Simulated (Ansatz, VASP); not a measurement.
Co: VASP beside Ansatz

```xyz
2
Lattice="-2.2121 2.2121 1.1786 2.2121 -2.2121 1.1786 2.2121 2.2121 -1.1786" Properties=species:S:1:pos:R:3 pbc="T T T"
Co    0.0000    0.0000    0.0000
Co    0.0000    2.2121    0.5893
```

Alike in both runs: functional PBEsol; k mesh 8 × 8 × 8; occupations gaussian, width 0.1 eV; collinear spin.

Ansatz relaxed the structure, and its values are those at the end. VASP's run is a single point on that final structure, the one shown.

```csv
,VASP,Ansatz
version,VASP 6.6.1,Ansatz 0.2.0
potentials or method,"VASP PAW PBE potentials, release 64 (Co), cutoff 520 eV","scalar-relativistic, plane waves, PAW"
valence electrons in the cell,18,34
```

```csv
,VASP,Ansatz,Ansatz less VASP
gap on the k mesh at the Fermi level (eV),none,none,-
pressure (GPa),-0.9,0.0,+0.96
net moment per atom (μB),1.76,1.77,+0.012
size of the moment on the site where the two differ most (μB),1.76,1.79,+0.032
```

VASP's potentials were made for PBE, not for PBEsol. Site moments also hang on the region over which each program counts them. A gap of «none» marks a metal or a gap that the smearing closes. VASP's potentials hold 18 valence electrons a cell and Ansatz's 34, so a difference there can come from the potentials and not from the codes.

The k mesh is coarse, so the values compare programs but aren't converged.
